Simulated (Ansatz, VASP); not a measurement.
# Two plane-wave programs on Hf

The input INCAR:

```
SYSTEM = Hf
PREC = Accurate
ENCUT = 400
EDIFF = 1E-6
ISMEAR = -1
SIGMA = 0.01
LREAL = .FALSE.
LASPH = .TRUE.
NELM = 200
ALGO = Normal
ISIF = 2
LWAVE = .FALSE.
LCHARG = .FALSE.
ISPIN = 2
MAGMOM = 2
LORBIT = 11
LMAXMIX = 4
GGA = B5
ALDAX = 1.0
AGGAX = 1.0
AGGAC = 1.0
ALDAC = 0.0
ISYM = 0
NBANDS = 15
GGA_COMPAT = .FALSE.
```

The input KPOINTS:

```
regular mesh
0
G
  1 1 1
  0 0 0
```

File POSCAR:

```
Hf
1.0
   14.0000000000      0.0000000000      0.0000000000
    0.0000000000     14.4000000000      0.0000000000
    0.0000000000      0.0000000000     14.8000000000
Hf
1
Direct
    0.5000000000      0.5000000000      0.5000000000
```

Input for Ansatz:

```yaml
crystal:
  lattice:
    - [14.0, 0.0, 0.0]
    - [0.0, 14.4, 0.0]
    - [0.0, 0.0, 14.8]
  atoms:
    - { symbol: Hf, position: [0.5, 0.5, 0.5], spin: 2.0 }
  symmetry: { detect: false, time_reversal: true }
hamiltonian:
  xc: blyp
  pseudopotentials:
    kind: paw
    azcp:
      Hf: "pseudopotentials/Hf.paw.azcp"
basis:
  ecutwfc: 420
  fft_grid_basis: typed
kpoints:
  mp_grid: { grid: [1, 1, 1], shift: [0, 0, 0] }
magnetization:
  spin_polarized: true
scf:
  occupations: { method: fermi_dirac, width: 0.01 }
```

Alike in both runs: task single point; functional BLYP; k mesh 1 × 1 × 1; occupations fermi-dirac, width 0.01 eV; collinear spin.

```csv
,VASP,Ansatz
version,VASP 6.6.1,Ansatz 0.2.0
potentials or method,"VASP PAW PBE potentials, release 64 (Hf_pv), cutoff 400 eV","plane waves (420 eV) with PAW, scalar-relativistic"
valence electrons in the cell,10,26
```

|  | VASP | Ansatz | Ansatz less VASP |
| --- | --- | --- | --- |
| gap on the k mesh at the Fermi level (eV) | 0.60 | 0.61 | +0.005 |
| net moment per atom (μB) | 2.00 | 2.00 | 0.000 |
| size of the moment on the site where the two differ most (μB) | 1.35 | 2.00 | +0.649 |

VASP's potentials were made for PBE, not for BLYP. Site moments also hang on the region over which each program counts them. VASP's potentials hold 10 valence electrons a cell and Ansatz's 26, so a difference there can come from the potentials and not from the codes.

Spin-orbit coupling is off throughout.
